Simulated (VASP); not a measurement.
# Mo (P6/mmm) in VASP: further runs

Runs on Mo. Level: r2SCAN. Tasks: single point.

All numbers are computed with VASP 6.6.1; they aren't measurements. Logs are shortened: lines on timing, memory, paths and dates and some standing lists are left out, and cuts for length are marked.

### 1 The cell of the first run

The structure is hexagonal, space group P6/mmm (No. 191). The conventional cell has a = 2.736 Å, b = 2.736 Å, c = 2.555 Å, α = 90.00°, β = 90.00°, γ = 120.00°. Mo (site symmetry 6/mmm) has 8 Mo at 2.56 to 2.74 Å within 3.4 Å.

### 2 Single point, r2SCAN

The input, POSCAR:

```
Mo
1.0
    2.7355103972      0.0000000000      0.0000000000
   -1.3677551986      2.3690214963      0.0000000000
    0.0000000000      0.0000000000      2.5551807000
Mo
1
Direct
    0.0000000000      0.0000000000      0.5000000000
```

The input, INCAR.step1:

```
SYSTEM = Mo
ALGO = Normal
EDIFF = 1E-4
ENCUT = 520
GGA = PE
ISMEAR = 0
LASPH = .True.
LCHARG = .False.
LREAL = .False.
LWAVE = .True.
NBANDS = 13
NELM = 60
PREC = Accurate
SIGMA = 0.1
```

The input, INCAR.step2:

```
SYSTEM = Mo
ALGO = Normal
EDIFF = 1E-6
ENCUT = 520
ISIF = 2
ISMEAR = 0
ISTART = 1
LASPH = .True.
LCHARG = .False.
LMIXTAU = .True.
LREAL = .False.
LWAVE = .False.
METAGGA = R2SCAN
NBANDS = 13
NELM = 60
PREC = Accurate
SIGMA = 0.1
```

The input, KPOINTS:

```
k-points
0
Gamma
  6 6 8
  0 0 0
```

Potentials or basis: VASP PAW PBE potentials, release 64 (Mo_sv).

Launch:

```
cat potpaw_PBE.64/Mo_sv/POTCAR > POTCAR
cp INCAR.step1 INCAR
mpirun -np 1 vasp_std > vasp.out
cp INCAR.step2 INCAR
mpirun -np 1 vasp_std > vasp.out
```

OUTCAR:

```text
SYSTEM = Mo
   EDIFF = 1E-6
   ENCUT = 520
   ISIF = 2
   ISMEAR = 0
   ISTART = 1
   LASPH = .True.
   LREAL = .False.
   METAGGA = R2SCAN
   NELM = 60
   PREC = Accurate

 ion  position               nearest neighbor table
   1  0.000  0.000  0.500-

  LATTYP: Found a hexagonal cell.
 ALAT       =     2.7355103972
 C/A-ratio  =     0.9340782264

  Lattice vectors:

 A1 = (   2.7355103972,   0.0000000000,   0.0000000000)
 A2 = (  -1.3677551986,   2.3690214963,   0.0000000000)
 A3 = (   0.0000000000,   0.0000000000,   2.5551807000)

Analysis of symmetry for initial positions (statically):
=====================================================================
 Subroutine PRICEL returns:
 Original cell was already a primitive cell.

 Routine SETGRP: Setting up the symmetry group for a
 hexagonal supercell.

 Subroutine GETGRP returns: Found 24 space group operations
 (whereof 24 operations were pure point group operations)
 out of a pool of 24 trial point group operations.

The static configuration has the point symmetry D_6h.

Analysis of symmetry for dynamics (positions and initial velocities):
=====================================================================
 Subroutine PRICEL returns:
 Original cell was already a primitive cell.

 Routine SETGRP: Setting up the symmetry group for a
 hexagonal supercell.

 Subroutine GETGRP returns: Found 24 space group operations
 (whereof 24 operations were pure point group operations)
 out of a pool of 24 trial point group operations.

The dynamic configuration has the point symmetry D_6h.

 Subroutine INISYM returns: Found 24 space group operations
 (whereof 24 operations are pure point group operations),
 and found     1 'primitive' translations

----------------------------------------------------------------------------------------

                                     Primitive cell

  volume of cell :      16.5588

  direct lattice vectors                    reciprocal lattice vectors
     2.735510397  0.000000000  0.000000000     0.365562493  0.211057604  0.000000000
    -1.367755199  2.369021496  0.000000000     0.000000000  0.422115207  0.000000000
     0.000000000  0.000000000  2.555180700     0.000000000  0.000000000  0.391361754

  length of vectors
     2.735510397  2.735510397  2.555180700     0.422115207  0.422115207  0.391361754

  position of ions in fractional coordinates (direct lattice)
     0.000000000  0.000000000  0.500000000

  ion indices of the primitive-cell ions
   primitive index   ion index
                 1           1

----------------------------------------------------------------------------------------

 KPOINTS: k-points

Automatic generation of k-mesh.
 Grid dimensions read from file:
 generate k-points for:    6    6    8

 Generating k-lattice:

  Cartesian coordinates                     Fractional coordinates (reciprocal lattice)
     0.060927082  0.035176267  0.000000000     0.166666667  0.000000000  0.000000000
     0.000000000  0.070352535  0.000000000     0.000000000  0.166666667  0.000000000
     0.000000000  0.000000000  0.048920219     0.000000000  0.000000000  0.125000000

  Length of vectors
     0.070352535  0.070352535  0.048920219

  Shift w.r.t. Gamma in fractional coordinates (k-lattice)
     0.000000000  0.000000000  0.000000000

 Subroutine IBZKPT returns following result:
 ===========================================

 Found     35 irreducible k-points:

 Following reciprocal coordinates:
            Coordinates               Weight
  0.000000  0.000000  0.000000      1.000000
  0.166667  0.000000  0.000000      6.000000
  0.333333  0.000000  0.000000      6.000000
  0.500000  0.000000  0.000000      3.000000
  0.166667  0.166667  0.000000      6.000000
  0.333333  0.166667  0.000000     12.000000
[... 16 lines left out ...]
  0.166667  0.000000  0.375000     12.000000
  0.333333  0.000000  0.375000     12.000000
 [... further k-points ...]
   k-points           NKPTS =     35   k-points in BZ     NKDIM =     35   number of bands    NBANDS=     13
   number of dos      NEDOS =    301   number of ions     NIONS =      1
   total plane-waves  NPLWV =   8000
   dimension x,y,z NGX =    20 NGY =   20 NGZ =   20
   dimension x,y,z NGXF=    40 NGYF=   40 NGZF=   40
   ions per type =               1
   NGX,Y,Z   is equivalent  to a cutoff of  12.15, 12.15, 13.01 a.u.
   NGXF,Y,Z  is equivalent  to a cutoff of  24.31, 24.31, 26.02 a.u.
 SYSTEM =  Mo
   PREC   = accura    normal or accurate (medium, high low for compatibility)
   ISTART =      1    job   : 0-new  1-cont  2-samecut
   ICHARG =      0    charge: 1-file 2-atom 10-const
   ISPIN  =      1    spin polarized calculation?
   LNONCOLLINEAR =      F non collinear calculations
   LSORBIT =      F    spin-orbit coupling
   LASPH  =      T    aspherical Exc in radial PAW
   ENCUT  =  520.0 eV  38.22 Ry    6.18 a.u.   5.09  5.09  4.75*2*pi/ulx,y,z
   NELM   =     60;   NELMIN=  2; NELMDL=  0     # of ELM steps
   EDIFF  = 0.1E-05   stopping-criterion for ELM
   LREAL  =      F    real-space projection
   EDIFFG = 0.1E-04   stopping-criterion for IOM
   NSW    =      0    number of steps for IOM
   IBRION =     -1    ionic relax: 0-MD 1-quasi-New 2-CG
   NFREE  =      0    steps in history (QN), initial steepest desc. (CG)
   ISIF   =      2    stress and relaxation
   ISYM   =      2    0-nonsym 1-usesym 2-fastsym
   POTIM  = 0.5000    time-step for ionic-motion
   TEBEG  =    0.0;   TEEND  =   0.0 temperature during run
   PSTRESS=    0.0 pullay stress
   NELECT =      14.0000    total number of electrons
   NUPDOWN=      -1.0000    fix difference up-down
   EMIN   =  10.00;   EMAX   =-10.00  energy-range for DOS
   EFERMI =   0.00;   METHOD = LEGACY
   ISMEAR =     0;   SIGMA  =   0.10  broadening in eV -4-tet -1-fermi 0-gaus
   EFERMI_NEDOS =   21; number of points for ismear=-14 and -15
   IALGO  =     38    algorithm
   IMIX   =      4    mixing-type and parameters
     AMIX     =   0.40;   BMIX     =  1.00
     AMIX_MAG =   1.60;   BMIX_MAG =  1.00
  volume/ion in A,a.u.               =      16.56       111.74
  Fermi-wavevector in a.u.,A,eV,Ry     =   1.548013  2.925320 32.604229  2.396343
  Thomas-Fermi vector in A             =   2.653024
   LORBIT       =      0    0 simple, 1 ext, 2 COOP (PROOUT), +10 PAW based schemes
   METAGGA = R2SCAN    functional components
   LHFCALC =     F    Hartree Fock is set to
   AEXX    =    0.0000 exact exchange contribution
   IVDW    =     0    specifies the selected vdW correction
   LEPSILON=     F    determine dielectric tensor
   LRPA    =     F    only Hartree local field effects (RPA)
 non-spin polarized calculation
 Gauss-broadening in eV      SIGMA  =   0.10
  energy-cutoff  :      520.00
  volume of cell :       16.56
 maximum number of plane-waves:       460
   NGX = 11   NGY = 11   NGZ =  9

 number of electron      14.0000002 magnetization

 Free energy of the ion-electron system (eV)
  ---------------------------------------------------
  ext. energy  EPLUGINS =         0.00000000
  ---------------------------------------------------
  free energy    TOTEN  =       -25.13401310 eV

  energy without entropy =      -25.12662474  energy(sigma->0) =      -25.13031892

 E-fermi :  11.6200     XC(G=0): -14.1415

 val. band max:       11.5219712453   @ k =   0.3333   0.0000   0.5000
 cond. band min:      11.6311647468   @ k =   0.1667   0.0000   0.0000
 fundamental gap:      0.1091935015
 Fermi energy:        11.6199909061

 k-point     1 :       0.0000    0.0000    0.0000
  band No.  band energies     occupation
      1     -51.4546      2.00000
      2     -23.9491      2.00000
      3     -23.9491      2.00000
      4     -23.8784      2.00000
      5       4.3738      2.00000
      6       6.8523      2.00000
      7      10.6121      2.00000
      8      10.6121      2.00000
      9      15.9436      0.00000
     10      15.9436      0.00000
     11      25.0730      0.00000
     12      28.3148      0.00000
     13      33.3827      0.00000

 k-point     2 :       0.1667    0.0000    0.0000
  band No.  band energies     occupation
      1     -51.3935      2.00000
      2     -24.3384      2.00000
      3     -24.0361      2.00000
      4     -23.8379      2.00000
      5       5.4010      2.00000
      6       7.3088      2.00000
      7       9.7548      2.00000
      8      11.6312      0.87444
      9      14.9262      0.00000
     10      15.7644      0.00000
     11      27.0686      0.00000
     12      29.6721      0.00000
     13      30.3383      0.00000

 k-point     3 :       0.3333    0.0000    0.0000
  band No.  band energies     occupation
      1     -51.2691      2.00000
      2     -25.0764      2.00000
      3     -24.2061      2.00000
      4     -23.7562      2.00000
      5       6.6316      2.00000
      6       7.6748      2.00000
      7      10.6432      2.00000
      8      13.3689      0.00000
      9      14.2246      0.00000
     10      15.4239      0.00000
     11      24.2594      0.00000
     12      27.9524      0.00000
     13      30.5198      0.00000
[... 305 lines left out ...]
 k-point    23 :       0.1667    0.0000    0.3750
  band No.  band energies     occupation
      1     -51.1726      2.00000
      2     -25.3890      2.00000
      3     -24.1715      2.00000
      4     -23.8898      2.00000
      5       7.7880      2.00000
      6       9.5606      2.00000
      7      10.8163      2.00000
      8      12.2430      0.00000
      9      12.6638      0.00000
     10      14.3666      0.00000
     11      22.5143      0.00000
     12      28.1475      0.00000
     13      31.0338      0.00000

 k-point    24 :       0.3333    0.0000    0.3750
  band No.  band energies     occupation
      1     -51.0534      2.00000
      2     -25.2559      2.00000
      3     -24.8662      2.00000
      4     -24.0520      2.00000
      5       7.1011      2.00000
      6       8.2747      2.00000
      7      11.9495      0.00000
      8      13.1932      0.00000
      9      14.7685      0.00000
     10      15.8533      0.00000
     11      22.4431      0.00000
     12      27.7349      0.00000
     13      30.6552      0.00000

 [... further k-points ...]

------------------------ aborting loop because EDIFF is reached ----------------------------------------

  FORCE on cell =-STRESS in cart. coord.  units (eV):
  Direction    XX          YY          ZZ          XY          YZ          ZX
  --------------------------------------------------------------------------------------
  -------------------------------------------------------------------------------------
  Total        0.2103002      0.2103002      0.4147401     -0.0000000     -0.0000000      0.0000000
  in kB       20.3479768     20.3479768     40.1289342     -0.0000000     -0.0000000      0.0000000
  external PRESSURE =      26.9416293 kB  Pullay stress =       0.0000000 kB

 VOLUME and BASIS-vectors are now :
 -----------------------------------------------------------------------------
  energy-cutoff  :      520.00
  volume of cell :       16.56
      direct lattice vectors                 reciprocal lattice vectors
     2.735510397  0.000000000  0.000000000     0.365562493  0.211057604  0.000000000
    -1.367755199  2.369021496  0.000000000     0.000000000  0.422115207  0.000000000
     0.000000000  0.000000000  2.555180700     0.000000000  0.000000000  0.391361754

 POSITION                                       TOTAL-FORCE (eV/Angst)
 -----------------------------------------------------------------------------------
      0.00000      0.00000      1.27759         0.000000      0.000000      0.000000
 -----------------------------------------------------------------------------------
    total drift:                               -0.000000      0.000000      0.000000

  FREE ENERGIE OF THE ION-ELECTRON SYSTEM (eV)
  ---------------------------------------------------
  free  energy   TOTEN  =       -25.1340130952 eV

  energy  without entropy=      -25.1266247409  energy(sigma->0) =      -25.13031892
```

It took 15 s on 1 thread of AMD EPYC 9R45 (Zen 5), shared host; peak memory 0.1 GiB.

Results:

```yaml
Free_energy: -25.1340 eV
Pressure: 2.7 GPa
Band_gap_on_the_k_mesh: zero (band 7 reaches 12.53 eV, above the bottom of band 8 at 10.61 eV)
```

Stress tensor (GPa, compression positive):
```
2.03 0.00 0.00
0.00 2.03 0.00
0.00 0.00 4.01
```

Caveat: the k points lie up to 0.44 Å⁻¹ apart; the PAW data sets were made with another functional, which shifts forces and pressure a little.

### 3 Single point, r2SCAN

The input, POSCAR:

```
Mo
1.0
    2.7488179333      0.0000000000      0.0000000000
   -1.3744089666      2.3805461606      0.0000000000
    0.0000000000      0.0000000000      2.5339005437
Mo
1
Direct
    0.0000000000      0.0000000000      0.5000000000
```

INCAR.step1 is that of step 2.

INCAR.step2: that of step 2 with these lines changed.

```diff
@@ -8,5 +8,7 @@
 LASPH = .True.
-LCHARG = .False.
+LCHARG = .True.
+LELF = .True.
 LMIXTAU = .True.
 LREAL = .False.
+LVHAR = .True.
 LWAVE = .False.
```

The input, KPOINTS:

```
k-points
0
Gamma
  18 18 16
  0 0 0
```

Potentials or basis: VASP PAW PBE potentials, release 64 (Mo_sv).

Launch:

```
cat potpaw_PBE.64/Mo_sv/POTCAR > POTCAR
cp INCAR.step1 INCAR
mpirun -np 1 vasp_std > vasp.out
cp INCAR.step2 INCAR
mpirun -np 1 vasp_std > vasp.out
```

It took 1.8 min on 1 thread of AMD EPYC 9R45 (Zen 5), shared host; peak memory 0.15 GiB.

Results (log left out):

| Quantity | Value |
| --- | --- |
| Free energy | -25.1435 eV |
| Pressure | 1.1 GPa |
| Band gap on the k mesh | zero (band 7 reaches 12.44 eV, above the bottom of band 8 at 10.58 eV) |

Stress tensor (GPa, compression positive):
```
0.94 0.00 0.00
0.00 0.94 0.00
0.00 0.00 1.30
```

Levels at points of the mesh, in eV from the Fermi level:
```csv
k point,band 3,band 4,band 5,band 6,band 7,band 8,band 9,band 10,band 11,band 12
"(0.00, 0.00, 0.00)",-35.51,-35.37,-7.16,-4.70,-0.94,-0.94,4.43,4.43,13.45,17.13
"(0.50, 0.00, 0.00)",-35.84,-35.22,-5.16,-3.47,0.92,1.35,3.78,4.49,10.51,14.09
"(0.00, 0.00, 0.50)",-35.33,-35.33,-3.83,-0.03,-0.03,0.00,0.84,0.84,10.80,16.91
"(0.50, 0.00, 0.50)",-36.64,-35.64,-5.55,-3.46,-0.45,4.87,6.20,6.74,7.60,17.07
```

Caveat: the PAW data sets were made with another functional, which shifts forces and pressure a little.

### 4 Single point, r2SCAN

This run uses another cell than the first one: it holds 2 atoms, not 1.

The input, POSCAR:

```
Mo
1.0
    2.7488179299      0.0000000000      0.0000000000
   -1.3744089650      2.3805461577      0.0000000000
    0.0000000000      0.0000000000      5.0678010884
Mo
2
Direct
    0.0000000000      0.0000000000      0.2500000000
    0.0000000000      0.0000000000      0.7500000000
```

The input, INCAR.step1:

```
SYSTEM = Mo
PREC = Accurate
ENCUT = 520
ISMEAR = 0
SIGMA = 0.15
LREAL = .False.
LASPH = .True.
NELM = 60
NBANDS = 21
GGA = PE
ALGO = Normal
EDIFF = 1E-4
LWAVE = .True.
LCHARG = .False.
```

The input, INCAR.step2:

```
SYSTEM = Mo
PREC = Accurate
ENCUT = 520
EDIFF = 1E-6
ISMEAR = 0
SIGMA = 0.15
LREAL = .False.
LASPH = .True.
NELM = 60
ALGO = Normal
ISIF = 2
LWAVE = .False.
LCHARG = .False.
METAGGA = R2SCAN
LMIXTAU = .True.
NBANDS = 21
ISTART = 1
```

The input, KPOINTS:

```
Automatic mesh
0
Gamma
  12 12 8
  0 0 0
```

Launch:

```
cat potpaw_PBE.64/Mo_sv/POTCAR > POTCAR
cp INCAR.step1 INCAR
mpirun -np 1 vasp_std > vasp.out
cp INCAR.step2 INCAR
mpirun -np 1 vasp_std > vasp.out
```

Wall time 1.8 min (1 thread of Intel Xeon Platinum 8488C (Sapphire Rapids), shared host); peak memory 0.18 GiB.

The run converged. Its results:

```
Free energy            : -50.2758 eV
Pressure               : 1.0 GPa
Band gap on the k mesh : zero (band 14 reaches 12.44 eV, above the bottom of band 15 at 10.96 eV)
```

Stress tensor (GPa, compression positive):
```
 1.56  0.00  0.00
 0.00  1.56  0.00
 0.00  0.00 -0.23
```

Levels at points of the mesh, in eV from the Fermi level:
| k point | band 10 | band 11 | band 12 | band 13 | band 14 | band 15 | band 16 | band 17 | band 18 | band 19 |
| --- | --- | --- | --- | --- | --- | --- | --- | --- | --- | --- |
| (0.00, 0.00, 0.00) | -4.74 | -3.88 | -0.98 | -0.98 | -0.08 | -0.08 | -0.04 | 0.80 | 0.80 | 4.40 |
| (0.50, 0.00, 0.00) | -5.21 | -3.51 | -3.50 | -0.49 | 0.88 | 1.32 | 3.74 | 4.45 | 4.83 | 6.17 |
| (0.00, 0.00, 0.50) | -5.67 | -2.21 | -2.21 | -0.56 | -0.56 | -0.56 | -0.56 | 2.35 | 2.35 | 2.35 |
| (0.50, 0.00, 0.50) | -4.44 | -3.60 | -3.60 | 0.11 | 0.11 | 1.24 | 1.24 | 4.63 | 4.63 | 5.51 |

Caveat: the PAW data sets were made with another functional, which shifts forces and pressure a little.

### 5 Single point, r2SCAN

The input, POSCAR:

```
Mo
1.0
    2.7488179299      0.0000000000      0.0000000000
   -1.3744089650      2.3805461577      0.0000000000
    0.0000000000      0.0000000000      2.5339005442
Mo
1
Direct
    0.0000000000      0.0000000000      0.5000000000
```

The input, INCAR.step1:

```
SYSTEM = Mo
ALGO = Normal
EDIFF = 1E-4
ENCUT = 520
GGA = PE
ISMEAR = 0
LASPH = .True.
LCHARG = .False.
LREAL = .False.
LWAVE = .True.
NBANDS = 13
NELM = 60
PREC = Accurate
SIGMA = 0.1
```

The input, INCAR.step2:

```
SYSTEM = Mo
ALGO = Normal
EDIFF = 1E-6
ENCUT = 520
ISIF = 2
ISMEAR = 0
ISTART = 1
LASPH = .True.
LCHARG = .True.
LELF = .True.
LMIXTAU = .True.
LREAL = .False.
LVHAR = .True.
LWAVE = .False.
METAGGA = R2SCAN
NBANDS = 13
NELM = 60
PREC = Accurate
SIGMA = 0.1
```

The input, KPOINTS:

```
k-points
0
Gamma
  18 18 16
  0 0 0
```

Launch:

```
cat potpaw_PBE.64/Mo_sv/POTCAR > POTCAR
cp INCAR.step1 INCAR
mpirun -np 1 vasp_std > vasp.out
cp INCAR.step2 INCAR
mpirun -np 1 vasp_std > vasp.out
```

Wall time 2.1 min (1 thread of Intel Xeon Platinum 8488C (Sapphire Rapids), shared host); peak memory 0.18 GiB.

The run converged. Its results:

* Free energy: -25.1435 eV
* Pressure: 1.1 GPa
* Band gap on the k mesh: zero (band 7 reaches 12.44 eV, above the bottom of band 8 at 10.58 eV)

Stress tensor (GPa, compression positive):
```
0.94 0.00 0.00
0.00 0.94 0.00
0.00 0.00 1.30
```

Levels at points of the mesh, in eV from the Fermi level:
| k point | band 5 | band 6 | band 7 | band 8 | band 9 | band 10 |
| --- | --- | --- | --- | --- | --- | --- |
| (0.00, 0.00, 0.00) | -7.16 | -4.70 | -0.94 | -0.94 | 4.43 | 4.43 |
| (0.50, 0.00, 0.00) | -5.16 | -3.47 | 0.92 | 1.35 | 3.78 | 4.49 |
| (0.00, 0.00, 0.50) | -3.83 | -0.03 | -0.03 | 0.00 | 0.84 | 0.84 |
| (0.50, 0.00, 0.50) | -5.55 | -3.46 | -0.45 | 4.87 | 6.20 | 6.74 |

Caveat: the PAW data sets were made with another functional, which shifts forces and pressure a little.

[end of part 1 of 2]
